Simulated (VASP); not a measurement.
Input of a VASP 6.6.1 run:

INCAR

```
SYSTEM = Ta4C3
PREC = Accurate ; ENCUT = 520
EDIFF = 1E-6 ; ISMEAR = 0
SIGMA = 0.15 ; LREAL = .FALSE.
LASPH = .TRUE. ; NELM = 80
ALGO = Normal ; ISIF = 2
LWAVE = .FALSE. ; LCHARG = .FALSE.
GGA = PS ; NBANDS = 37
```

Contents of KPOINTS:

```
regular mesh
0
G
  10 10 10
  0 0 0
```

File POSCAR:

```
Ta4C3
1.0
    4.4026022057      0.0000000000      0.0000000000
    0.0000000000      4.4026022057      0.0000000000
    0.0000000000      0.0000000000      4.2264981175
Ta C
4 3
Direct
    0.0000000000      0.5000000000      0.5000000000
    0.5000000000      0.0000000000      0.5000000000
    0.5000000000      0.5000000000      0.0000000000
    0.0000000000      0.0000000000      0.0000000000
    0.5000000000      0.0000000000      0.0000000000
    0.0000000000      0.5000000000      0.0000000000
    0.0000000000      0.0000000000      0.5000000000
```

Potentials or basis: VASP PAW PBE potentials, release 64 (Ta_pv, C).

Run with:

```bash
$ cat potpaw_PBE.64/Ta_pv/POTCAR potpaw_PBE.64/C/POTCAR > POTCAR
$ mpirun -np 1 vasp_std > vasp.out
```

(1) What does it give for the pressure?

(2) Estimate the band gap on the k mesh.

Results:

(1) 15.7 GPa.

(2) zero (bands 28 and 29 overlap by 1.20 eV).

Caveat: the cell differs from its parent crystal (strain +0.000 along x and y, -0.040 along z); the cell stands under pressure; the PAW data sets were made with another functional, which shifts forces and pressure a little; spin-orbit coupling is left out, which moves the levels of the heavy elements.
